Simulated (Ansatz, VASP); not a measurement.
# Two plane-wave programs on ReBi

File INCAR:

```
SYSTEM = ReBi
PREC = Accurate
ENCUT = 520
EDIFF = 1E-7
ISMEAR = -1
SIGMA = 0.1
LREAL = .FALSE.
LASPH = .TRUE.
NELM = 60
ALGO = Normal
ISIF = 2
LWAVE = .FALSE.
LCHARG = .FALSE.
GGA = PE
NBANDS = 18
```

File KPOINTS:

```
regular mesh
0
G
  11 11 11
  0 0 0
```

Contents of POSCAR:

```
ReBi
1.0
    0.0000000000      2.7372630200      2.7372630200
    2.7372630200      0.0000000000      2.7372630200
    2.7372630200      2.7372630200      0.0000000000
Re Bi
1 1
Direct
    0.0000000000      0.0000000000      0.0000000000
    0.2500000000      0.2500000000      0.2500000000
```

Input for Ansatz:

```yaml
crystal:
  lattice:
    - [0.0, 2.73726302, 2.73726302]
    - [2.73726302, 0.0, 2.73726302]
    - [2.73726302, 2.73726302, 0.0]
  atoms:
    - { symbol: Re, position: [0.0, 0.0, 0.0] }
    - { symbol: Bi, position: [0.25, 0.25, 0.25] }
kpoints:
  mp_grid: { grid: [11, 11, 11] }
scf:
  occupations: { method: fermi_dirac, width: 0.1 }
hamiltonian:
  xc: pbe
  pseudopotentials: { kind: paw }
output:
  forces: true
  stress: true
  eigenvalues: true
  populations: true
```

Change from the starting cell: volume scaled by 0.68, PAW files.

Alike in both runs: task single point; functional PBE; k mesh 11 × 11 × 11; occupations fermi-dirac, width 0.1 eV; no spin polarisation.

|  | VASP | Ansatz |
| --- | --- | --- |
| version | VASP 6.6.1 | Ansatz 0.2.0 |
| potentials or method | VASP PAW PBE potentials, release 64 (Re, Bi_d) | PAW with Ansatz's default frozen-core files, scalar-relativistic |
| plane-wave cutoff (eV) | 520 | 420 |
| valence electrons in the cell | 22 | 30 |

Ansatz gave:

```
pressure (GPa) : 74.8
```

Task: Which values does VASP return?

Result: Pressure (GPa): 76.5.

Both programs put the cell under a high pressure, so it lies far from rest at this level. VASP's potentials hold 22 valence electrons a cell and Ansatz's 30, so a difference there can come from the potentials and not from the codes.

Neither program's run includes spin-orbit coupling. Noted on VASP's run: the cell as given lies far from equilibrium.
